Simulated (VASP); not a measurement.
# BeS (P6_3/mmc) in VASP: a series of runs

Runs on BeS. Level: PBEsol. Tasks: single point, relaxation of cell and atoms.

Program: VASP 6.6.1. These are calculated values, not measurements. Logs are shortened: lines on timing, memory, paths and dates and some standing lists are left out, and cuts for length are marked.

## Step 1: The cell of the first run

Symmetry: P6_3/mmc, No. 194, hexagonal system. Conventional cell: a = 3.271 Å, b = 3.271 Å, c = 5.206 Å, α = 90.00°, β = 90.00°, γ = 120.00°. Within 3.0 Å of Be (site symmetry -3m) lie 6 S at 2.29 Å and 2 Be at 2.60 Å. Within 3.0 Å of S (site symmetry -6m2) lie 6 Be at 2.29 Å.

## Step 2: Single point, PBEsol

INCAR reads:

```
SYSTEM = BeS
ALGO = Normal
EDIFF = 1E-7
ENCUT = 520
GGA = PS
ISIF = 2
ISMEAR = -1
LASPH = .True.
LCHARG = .True.
LELF = .True.
LREAL = .False.
LVHAR = .True.
LWAVE = .False.
NBANDS = 16
NELM = 80
PREC = Accurate
SIGMA = 0.03
```

KPOINTS reads:

```
k-points
0
Gamma
  9 9 4
  0 0 0
```

POSCAR reads:

```
BeS
1.0
    3.2710849879      0.0000000000      0.0000000000
   -1.6355424940      2.8328426975      0.0000000000
    0.0000000000      0.0000000000      5.2063697551
Be S
2 2
Direct
    0.0000000000      0.0000000000      0.0000000000
    0.0000000000      0.0000000000      0.5000000000
    0.3333333333      0.6666666667      0.2500000000
    0.6666666667      0.3333333333      0.7500000000
```

Potentials or basis: VASP PAW PBE potentials, release 64 (Be, S).

Command:

```sh
> cat potpaw_PBE.64/Be/POTCAR potpaw_PBE.64/S/POTCAR > POTCAR
> mpirun -np 1 vasp_std > vasp.out
```

OUTCAR:

```text
SYSTEM = BeS
   EDIFF = 1E-7
   ENCUT = 520
   GGA = PS
   ISIF = 2
   ISMEAR = -1
   LASPH = .True.
   LREAL = .False.
   NELM = 80
   PREC = Accurate

 ion  position               nearest neighbor table
   1  0.000  0.000  0.000-   3 2.29   4 2.29   4 2.29   3 2.29   4 2.29   3 2.29
   2  0.000  0.000  0.500-   3 2.29   4 2.29   4 2.29   3 2.29   4 2.29   3 2.29
   3  0.333  0.667  0.250-   1 2.29   2 2.29   1 2.29   2 2.29   1 2.29   2 2.29
   4  0.667  0.333  0.750-   1 2.29   2 2.29   1 2.29   2 2.29   1 2.29   2 2.29

  LATTYP: Found a hexagonal cell.
 ALAT       =     3.2710849879
 C/A-ratio  =     1.5916338996

  Lattice vectors:

 A1 = (   3.2710849879,   0.0000000000,   0.0000000000)
 A2 = (  -1.6355424940,   2.8328426975,   0.0000000000)
 A3 = (   0.0000000000,   0.0000000000,   5.2063697551)

Analysis of symmetry for initial positions (statically):
=====================================================================
 Subroutine PRICEL returns:
 Original cell was already a primitive cell.

 Routine SETGRP: Setting up the symmetry group for a
 hexagonal supercell.

 Subroutine GETGRP returns: Found 24 space group operations
 (whereof 12 operations were pure point group operations)
 out of a pool of 24 trial point group operations.

The static configuration has the point symmetry D_3d.
 The point group associated with its full space group is D_6h.

Analysis of symmetry for dynamics (positions and initial velocities):
=====================================================================
 Subroutine PRICEL returns:
 Original cell was already a primitive cell.

 Routine SETGRP: Setting up the symmetry group for a
 hexagonal supercell.

 Subroutine GETGRP returns: Found 24 space group operations
 (whereof 12 operations were pure point group operations)
 out of a pool of 24 trial point group operations.

The dynamic configuration has the point symmetry D_3d.
 The point group associated with its full space group is D_6h.

 Subroutine INISYM returns: Found 24 space group operations
 (whereof 12 operations are pure point group operations),
 and found     1 'primitive' translations

----------------------------------------------------------------------------------------

                                     Primitive cell

  volume of cell :      48.2447

  direct lattice vectors                    reciprocal lattice vectors
     3.271084988  0.000000000  0.000000000     0.305708963  0.176501152  0.000000000
    -1.635542494  2.832842697  0.000000000     0.000000000  0.353002304  0.000000000
     0.000000000  0.000000000  5.206369755     0.000000000  0.000000000  0.192072413

  length of vectors
     3.271084988  3.271084988  5.206369755     0.353002304  0.353002304  0.192072413

  position of ions in fractional coordinates (direct lattice)
     0.000000000  0.000000000  0.000000000
     0.000000000  0.000000000  0.500000000
     0.333333333  0.666666667  0.250000000
     0.666666667  0.333333333  0.750000000

  ion indices of the primitive-cell ions
   primitive index   ion index
                 1           1
                 2           2
                 3           3
                 4           4

----------------------------------------------------------------------------------------

 KPOINTS: k-points

Automatic generation of k-mesh.
 Grid dimensions read from file:
 generate k-points for:    9    9    4

 Generating k-lattice:

  Cartesian coordinates                     Fractional coordinates (reciprocal lattice)
     0.033967663  0.019611239  0.000000000     0.111111111  0.000000000  0.000000000
     0.000000000  0.039222478  0.000000000     0.000000000  0.111111111  0.000000000
     0.000000000  0.000000000  0.048018103     0.000000000  0.000000000  0.250000000

  Length of vectors
     0.039222478  0.039222478  0.048018103

  Shift w.r.t. Gamma in fractional coordinates (k-lattice)
     0.000000000  0.000000000  0.000000000

 Subroutine IBZKPT returns following result:
 ===========================================

 Found     36 irreducible k-points:

 Following reciprocal coordinates:
            Coordinates               Weight
  0.000000  0.000000  0.000000      1.000000
  0.111111  0.000000  0.000000      6.000000
  0.222222 -0.000000  0.000000      6.000000
  0.333333  0.000000  0.000000      6.000000
  0.444444 -0.000000  0.000000      6.000000
  0.111111  0.111111  0.000000      6.000000
[... 16 lines left out ...]
  0.333333  0.222222  0.250000     24.000000
  0.333333  0.333333  0.250000      4.000000
 [... further k-points ...]
   k-points           NKPTS =     36   k-points in BZ     NKDIM =     36   number of bands    NBANDS=     16
   number of dos      NEDOS =    301   number of ions     NIONS =      4
   total plane-waves  NPLWV =  23040
   dimension x,y,z NGX =    24 NGY =   24 NGZ =   40
   dimension x,y,z NGXF=    48 NGYF=   48 NGZF=   80
   ions per type =               2   2
   NGX,Y,Z   is equivalent  to a cutoff of  12.20, 12.20, 12.77 a.u.
   NGXF,Y,Z  is equivalent  to a cutoff of  24.39, 24.39, 25.55 a.u.
 SYSTEM =  BeS
   PREC   = accura    normal or accurate (medium, high low for compatibility)
   ISTART =      0    job   : 0-new  1-cont  2-samecut
   ICHARG =      2    charge: 1-file 2-atom 10-const
   ISPIN  =      1    spin polarized calculation?
   LNONCOLLINEAR =      F non collinear calculations
   LSORBIT =      F    spin-orbit coupling
   LASPH  =      T    aspherical Exc in radial PAW
   ENCUT  =  520.0 eV  38.22 Ry    6.18 a.u.   6.08  6.08  9.68*2*pi/ulx,y,z
   NELM   =     80;   NELMIN=  2; NELMDL= -5     # of ELM steps
   EDIFF  = 0.1E-06   stopping-criterion for ELM
   LREAL  =      F    real-space projection
   EDIFFG = 0.1E-05   stopping-criterion for IOM
   NSW    =      0    number of steps for IOM
   IBRION =     -1    ionic relax: 0-MD 1-quasi-New 2-CG
   NFREE  =      0    steps in history (QN), initial steepest desc. (CG)
   ISIF   =      2    stress and relaxation
   ISYM   =      2    0-nonsym 1-usesym 2-fastsym
   POTIM  = 0.5000    time-step for ionic-motion
   TEBEG  =    0.0;   TEEND  =   0.0 temperature during run
   PSTRESS=    0.0 pullay stress
   NELECT =      16.0000    total number of electrons
   NUPDOWN=      -1.0000    fix difference up-down
   EMIN   =  10.00;   EMAX   =-10.00  energy-range for DOS
   EFERMI =   0.00;   METHOD = LEGACY
   ISMEAR =    -1;   SIGMA  =   0.03  broadening in eV -4-tet -1-fermi 0-gaus
   EFERMI_NEDOS =   21; number of points for ismear=-14 and -15
   IALGO  =     38    algorithm
   IMIX   =      4    mixing-type and parameters
     AMIX     =   0.40;   BMIX     =  1.00
     AMIX_MAG =   1.60;   BMIX_MAG =  1.00
  volume/ion in A,a.u.               =      12.06        81.39
  Fermi-wavevector in a.u.,A,eV,Ry     =   1.133179  2.141397 17.471158  1.284094
  Thomas-Fermi vector in A             =   2.269881
   LORBIT       =      0    0 simple, 1 ext, 2 COOP (PROOUT), +10 PAW based schemes
   GGA     = PS    functional components
   LHFCALC =     F    Hartree Fock is set to
   AEXX    =    0.0000 exact exchange contribution
   IVDW    =     0    specifies the selected vdW correction
   LEPSILON=     F    determine dielectric tensor
   LRPA    =     F    only Hartree local field effects (RPA)
 non-spin polarized calculation
  energy-cutoff  :      520.00
  volume of cell :       48.24
 maximum number of plane-waves:      1314
   NGX = 13   NGY = 13   NGZ = 19

 number of electron      15.9999998 magnetization

 Free energy of the ion-electron system (eV)
  ---------------------------------------------------
  ext. energy  EPLUGINS =         0.00000000
  ---------------------------------------------------
  free energy    TOTEN  =       -19.33798050 eV

  energy without entropy =      -19.33798050  energy(sigma->0) =      -19.33798050

 E-fermi :   7.6166     XC(G=0): -10.8311

 val. band max:        7.0331453630   @ k =   0.0000   0.0000   0.0000
 cond. band min:       8.4440011233   @ k =   0.3333   0.3333   0.0000
 fundamental gap:      1.4108557603
 Fermi energy:         7.6165885681

 k-point     1 :       0.0000    0.0000    0.0000
  band No.  band energies     occupation
      1      -8.4555      2.00000
      2      -5.9734      2.00000
      3      -0.4466      2.00000
      4       6.1963      2.00000
      5       6.1963      2.00000
      6       6.2278      2.00000
[... 8 lines left out ...]
     15      15.4019      0.00000
     16      16.3981      0.00000

 k-point     2 :       0.1111    0.0000    0.0000
  band No.  band energies     occupation
      1      -8.2903      2.00000
      2      -5.8406      2.00000
      3      -0.2873      2.00000
      4       4.6060      2.00000
      5       5.3374      2.00000
      6       5.8271      2.00000
[... 8 lines left out ...]
     15      15.1304      0.00000
     16      15.9796      0.00000

 k-point     3 :       0.2222   -0.0000    0.0000
  band No.  band energies     occupation
      1      -7.8097      2.00000
      2      -5.4889      2.00000
      3       0.1817      2.00000
      4       2.5194      2.00000
      5       4.2329      2.00000
      6       4.4703      2.00000
[... 8 lines left out ...]
     15      15.5841      0.00000
     16      15.8712      0.00000

 k-point     4 :       0.3333    0.0000    0.0000
  band No.  band energies     occupation
      1      -7.0767      2.00000
      2      -5.1077      2.00000
      3       0.8582      2.00000
      4       0.9166      2.00000
      5       2.4992      2.00000
      6       3.8213      2.00000
[... 8 lines left out ...]
     15      16.4547      0.00000
     16      17.4532      0.00000
[... 324 lines left out ...]
 k-point    22 :       0.2222    0.2222    0.2500
  band No.  band energies     occupation
      1      -6.4616      2.00000
      2      -5.2774      2.00000
      3       0.7023      2.00000
      4       1.1048      2.00000
      5       2.5139      2.00000
      6       2.9268      2.00000
[... 8 lines left out ...]
     15      15.1405      0.00000
     16      17.1180      0.00000

 k-point    23 :       0.3333    0.2222    0.2500
  band No.  band energies     occupation
      1      -5.7835      2.00000
      2      -5.1386      2.00000
      3       0.1560      2.00000
      4       0.7714      2.00000
      5       1.7108      2.00000
      6       2.6670      2.00000
[... 8 lines left out ...]
     15      16.4744      0.00000
     16      17.8730      0.00000

 k-point    24 :       0.3333    0.3333    0.2500
  band No.  band energies     occupation
      1      -5.3102      2.00000
      2      -5.3102      2.00000
      3       0.1911      2.00000
      4       1.2622      2.00000
      5       1.2622      2.00000
      6       1.5290      2.00000
[... 8 lines left out ...]
     15      16.8332      0.00000
     16      16.8332      0.00000

 [... further k-points ...]
[... 5 lines left out ...]
  --------------------------------------------------------------------------------------
  -------------------------------------------------------------------------------------
  Total        0.0417873      0.0417873      0.0474265     -0.0000000     -0.0000000      0.0000000
  in kB        1.3877324      1.3877324      1.5750058     -0.0000000     -0.0000000      0.0000000
  external PRESSURE =       1.4501569 kB  Pullay stress =       0.0000000 kB

 VOLUME and BASIS-vectors are now :
 -----------------------------------------------------------------------------
  energy-cutoff  :      520.00
  volume of cell :       48.24
      direct lattice vectors                 reciprocal lattice vectors
     3.271084988  0.000000000  0.000000000     0.305708963  0.176501152  0.000000000
    -1.635542494  2.832842697  0.000000000     0.000000000  0.353002304  0.000000000
     0.000000000  0.000000000  5.206369755     0.000000000  0.000000000  0.192072413

 POSITION                                       TOTAL-FORCE (eV/Angst)
 -----------------------------------------------------------------------------------
      0.00000      0.00000      0.00000         0.000000      0.000000      0.000000
      0.00000      0.00000      2.60318         0.000000      0.000000      0.000000
     -0.00000      1.88856      1.30159         0.000000      0.000000     -0.000000
      1.63554      0.94428      3.90478        -0.000000      0.000000      0.000000
 -----------------------------------------------------------------------------------
    total drift:                               -0.000000      0.000000     -0.000000

  FREE ENERGIE OF THE ION-ELECTRON SYSTEM (eV)
  ---------------------------------------------------
  free  energy   TOTEN  =       -19.3379804961 eV

  energy  without entropy=      -19.3379804961  energy(sigma->0) =      -19.33798050
```

Wall time 33 s (1 thread of AMD EPYC 7R13, shared host); peak memory 0.13 GiB.

What came out:

```yaml
Free_energy: -19.3380 eV
Pressure: 0.1 GPa
Band_gap_on_the_k_mesh: 1.41 eV, indirect (least direct gap 3.41 eV)
```

Levels at points of the mesh, in eV from the valence-band top:
```
           k point  band 4  band 5  band 6  band 7  band 8  band 9  band 10  band 11  band 12  band 13
(0.00, 0.00, 0.00)   -0.84   -0.84   -0.81   -0.81    0.00    3.41     5.01     5.72     5.72     6.52
(0.00, 0.00, 0.50)   -4.10   -0.73   -0.73   -0.73   -0.73    4.34     4.34     5.11     5.11     5.11
```

Caveat: the PAW data sets were made with another functional, which shifts forces and pressure a little.

## Step 3: Relaxation of cell and atoms, PBEsol

This run uses another cell than the first one, of 8.57 Å³/atom, 0.710 times its volume.

INCAR reads:

```
  PREC = Accurate
  ENCUT = 600
  EDIFF = 1E-7
  ISMEAR = -1
  SIGMA = 0.03
  LREAL = F
  LASPH = T
  NELM = 60
  ALGO = Normal
  ISIF = 3
  LWAVE = F
  LCHARG = F
  GGA = PS
  IBRION = 2
  NSW = 100
  EDIFFG = -0.01
```

KPOINTS reads:

```
regular mesh
0
Gamma
  9 9 4
```

POSCAR reads:

```
BeS
1.0
    2.8953461700      0.0000000000      0.0000000000
   -1.4476730850      2.5074433360      0.0000000000
    0.0000000000      0.0000000000      4.7194142571
Be S
2 2
Direct
    0.0000000000      0.0000000000      0.0000000000
    0.0000000000      0.0000000000      0.5000000000
    0.3333333333      0.6666666667      0.2500000000
    0.6666666667      0.3333333333      0.7500000000
```

Potentials or basis: VASP PAW PBE potentials, release 64 (Be, S).

Command:

```sh
> cat potpaw_PBE.64/Be/POTCAR potpaw_PBE.64/S/POTCAR > POTCAR
> mpirun -np 1 vasp_std > vasp.out
```

OUTCAR:

```text
PREC = Accurate
   ENCUT = 600
   EDIFF = 1E-7
   ISMEAR = -1
   LREAL = F
   LASPH = T
   NELM = 60
   ISIF = 3
   GGA = PS
   IBRION = 2
   NSW = 100
   EDIFFG = -0.01

 ion  position               nearest neighbor table
   1  0.000  0.000  0.000-   3 2.05   4 2.05   4 2.05   3 2.05   4 2.05   3 2.05   2 2.36   2 2.36

   2  0.000  0.000  0.500-   3 2.05   4 2.05   4 2.05   3 2.05   4 2.05   3 2.05   1 2.36   1 2.36

   3  0.333  0.667  0.250-   1 2.05   2 2.05   1 2.05   2 2.05   1 2.05   2 2.05
   4  0.667  0.333  0.750-   1 2.05   2 2.05   1 2.05   2 2.05   1 2.05   2 2.05

  LATTYP: Found a hexagonal cell.
 ALAT       =     2.8953461700
 C/A-ratio  =     1.6300000000

  Lattice vectors:

 A1 = (   2.8953461700,   0.0000000000,   0.0000000000)
 A2 = (  -1.4476730850,   2.5074433360,   0.0000000000)
[... 196 lines left out ...]
      3       1.4924      2.00000
      4      10.9642      2.00000
      5      10.9642      2.00000
      6      11.1925      2.00000
      7      11.1925      2.00000
      8      11.8780      2.00000
      9      16.7238      0.00000
     10      18.0391      0.00000
     11      18.0391      0.00000
     12      18.9293      0.00000
[... 572 lines left out ...]
--------------------------------------- Ionic step        7  -------------------------------------------

 number of electron      15.9999998 magnetization

 Free energy of the ion-electron system (eV)
  ---------------------------------------------------
  ext. energy  EPLUGINS =         0.00000000
  ---------------------------------------------------
  free energy    TOTEN  =       -19.33402185 eV

  energy without entropy =      -19.33402185  energy(sigma->0) =      -19.33402185

 E-fermi :   7.6126     XC(G=0): -10.8297

 val. band max:        7.0267493469   @ k =   0.0000   0.0000   0.0000
 cond. band min:       8.4392575238   @ k =   0.3333   0.3333   0.0000
 fundamental gap:      1.4125081769
 Fermi energy:         7.6125666082

 k-point     1 :       0.0000    0.0000    0.0000
  band No.  band energies     occupation
      1      -8.4568      2.00000
      2      -5.9770      2.00000
      3      -0.4490      2.00000
      4       6.1937      2.00000
      5       6.1937      2.00000
      6       6.2252      2.00000
      7       6.2252      2.00000
      8       7.0267      2.00000
      9      10.4412      0.00000
     10      12.0399      0.00000
     11      12.7493      0.00000
     12      12.7493      0.00000
[... 376 lines left out ...]
  FREE ENERGIE OF THE ION-ELECTRON SYSTEM (eV)
  ---------------------------------------------------
  free  energy   TOTEN  =       -19.3340218476 eV

  energy  without entropy=      -19.3340218476  energy(sigma->0) =      -19.33402185

 reached required accuracy - stopping structural energy minimisation
```

OSZICAR:

```text
N       E                     dE             d eps       ncg     rms          rms(c)
DAV:   1     0.710083709755E+02    0.71008E+02   -0.86525E+03   864   0.139E+03
DAV:   2    -0.122522809976E+02   -0.83261E+02   -0.76707E+02  1268   0.239E+02
DAV:   3    -0.169971824601E+02   -0.47449E+01   -0.45065E+01  1224   0.524E+01
[... 65 lines left out ...]
DAV:   4    -0.193340210234E+02    0.13885E-05   -0.14977E-05  1000   0.288E-02    0.201E-02
DAV:   5    -0.193340218299E+02   -0.80650E-06   -0.40379E-06   980   0.138E-02    0.745E-03
DAV:   6    -0.193340216887E+02    0.14121E-06   -0.47551E-07   968   0.450E-03    0.282E-03
DAV:   7    -0.193340218567E+02   -0.16799E-06   -0.29563E-08   484   0.125E-03    0.126E-03
DAV:   8    -0.193340218476E+02    0.91396E-08   -0.34580E-09   476   0.684E-04
   7 F= -.19334022E+02 E0= -.19334022E+02  d E =-.165260E-03
```

CONTCAR:

```text
BeS
   1.00000000000000
     3.2712537603244556    0.0000000000000000    0.0000000000000000
    -1.6356268801622278    2.8329888587080845    0.0000000000000000
    -0.0000000000000000    0.0000000000000000    5.2076612257283612
  Be              S
     2     2
Direct
     0.0000000000000000    0.0000000000000000    1.0000000000000000
     0.0000000000000000    0.0000000000000000    0.5000000000000000
     0.3333333332999970    0.6666666667000030    0.2500000000000000
     0.6666666667000030    0.3333333332999970    0.7500000000000000

  0.00000000E+00  0.00000000E+00  0.00000000E+00
  0.00000000E+00  0.00000000E+00  0.00000000E+00
  0.00000000E+00  0.00000000E+00  0.00000000E+00
  0.00000000E+00  0.00000000E+00  0.00000000E+00
```

Wall time 1.9 min (1 thread of AMD EPYC 7R13, shared host); peak memory 0.13 GiB.

What came out:

* Free energy: -19.3340 eV
* Relaxed volume: 12.07 Å³/atom
* Relaxed cell: a = 3.271 Å, b = 3.271 Å, c = 5.208 Å, α = 90.00°, β = 90.00°, γ = 120.00°
* Space group after relaxing (to 0.05 Å): P6_3/mmc (No. 194)
* Energy gained by relaxing: 631.2 meV/atom
* Ionic steps: 7
* Pressure after relaxing: 0.1 GPa
* Band gap on the k mesh: 1.41 eV, indirect (least direct gap 3.41 eV)

Step by step:
```tsv
step	energy change (eV)	largest force (eV/Å)	pressure (GPa)	volume (Å³)
1	0.0000	0.0000	75.28	34.26
2	-1.9743	0.0000	-15.06	58.34
3	-2.5222	0.0000	0.32	48.17
4	-2.5222	0.0000	-0.41	48.48
5	-2.5245	0.0000	-0.38	48.46
6	-2.5247	0.0000	-0.36	48.45
7	-2.5248	0.0000	0.09	48.26
```

Final structure:
```
CELL_PARAMETERS angstrom
3.27125 0.00000 0.00000
-1.63563 2.83299 0.00000
0.00000 0.00000 5.20766
ATOMIC_POSITIONS crystal
Be 0.00000 0.00000 0.00000
Be 0.00000 0.00000 0.50000
S 0.33333 0.66667 0.25000
S 0.66667 0.33333 0.75000
```

Levels at points of the mesh, in eV from the valence-band top:
| k point | band 4 | band 5 | band 6 | band 7 | band 8 | band 9 | band 10 | band 11 | band 12 |
| --- | --- | --- | --- | --- | --- | --- | --- | --- | --- |
| (0.00, 0.00, 0.00) | -0.83 | -0.83 | -0.80 | -0.80 | 0.00 | 3.41 | 5.01 | 5.72 | 5.72 |
| (0.00, 0.00, 0.50) | -4.10 | -0.73 | -0.73 | -0.73 | -0.73 | 4.34 | 4.34 | 5.11 | 5.11 |

Caveat: the volume moved by over 15 % at a fixed basis, so the end points are rough; the PAW data sets were made with another functional, which shifts forces and pressure a little.
